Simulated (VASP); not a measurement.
InP, 2 atoms in the cell. Symmetry: I4/mmm, No. 139, tetragonal system. The conventional cell has a = 3.861 Å, b = 3.861 Å, c = 6.160 Å, α = 90.00°, β = 90.00°, γ = 90.00°. In (site symmetry 4/mmm) has 6 P at 2.73 to 3.08 Å within 3.6 Å. Within 3.6 Å of P (site symmetry 4/mmm) lie 6 In at 2.73 to 3.08 Å. 

- Program: VASP 6.6.1
- Task: single point
- Functional: PBE
- Potentials or basis: VASP PAW PBE potentials, release 64 (In_d, P)
- Cutoff: 520 eV
- k mesh: 20 × 20 × 20
- Occupations: gaussian, width 0.15 eV
- Spin: no spin polarisation
- Dipole correction: no
- Further INCAR settings: ALGO = Normal; EDIFF = 1e-06; NBANDS = 16

Potentials or basis: VASP PAW PBE potentials, release 64 (In_d, P).

Run with:

```console
$ cat potpaw_PBE.64/In_d/POTCAR potpaw_PBE.64/P/POTCAR > POTCAR
$ mpirun -np 1 vasp_std > vasp.out
```

Hardware: 1 thread of Intel Xeon 8259CL (shared host).

**Question.** Estimate the wall time of this run.

**Answer.** Wall time 9.7 min on 1 thread of Intel Xeon 8259CL (shared host), peak memory 0.55 GiB. Counts: scf iterations 12, k points 641.
